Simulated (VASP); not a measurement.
Al2O3, 5 atoms in the cell. The structure is hexagonal, space group P-6m2 (No. 187). Conventional cell: a = 2.928 Å, b = 2.928 Å, c = 9.617 Å, α = 90.00°, β = 90.00°, γ = 120.00°. Al (site symmetry 3m) has 6 O at 1.83 to 2.22 Å within 2.4 Å. O (site symmetry 3m) has 3 Al at 1.83 Å within 2.4 Å. Within 3.0 Å of O (site symmetry -6m2) lie 6 Al at 2.22 Å and 12 O at 2.73 to 2.93 Å.  This cell differs from its parent crystal: strain +0.015 along x and y, +0.030 along z.

| Quantity | Value |
| --- | --- |
| Program | VASP 6.6.1 |
| Task | single point |
| Functional | PBE |
| Dispersion | D3(BJ) |
| Potentials or basis | VASP PAW PBE potentials, release 64 (Al, O) |
| Cutoff | 520 eV |
| k mesh | 12 × 12 × 4 |
| Occupations | gaussian, width 0.05 eV |
| Spin | no spin polarisation |
| Dipole correction | no |
| Further INCAR settings | ALGO = Normal; EDIFF = 1e-06; NBANDS = 20 |

Potentials or basis: VASP PAW PBE potentials, release 64 (Al, O).

Command:

```sh
$ cat potpaw_PBE.64/Al/POTCAR potpaw_PBE.64/O/POTCAR > POTCAR
$ mpirun -np 1 vasp_std > vasp.out
```

Hardware: 1 thread of Intel Xeon 8259CL (shared host).

Task: How long does it take, and how much memory?

Result: Run time: 110 s on 1 thread of Intel Xeon 8259CL, on a shared host, peak memory 0.23 GiB. Counts: scf iterations 15, k points 57.
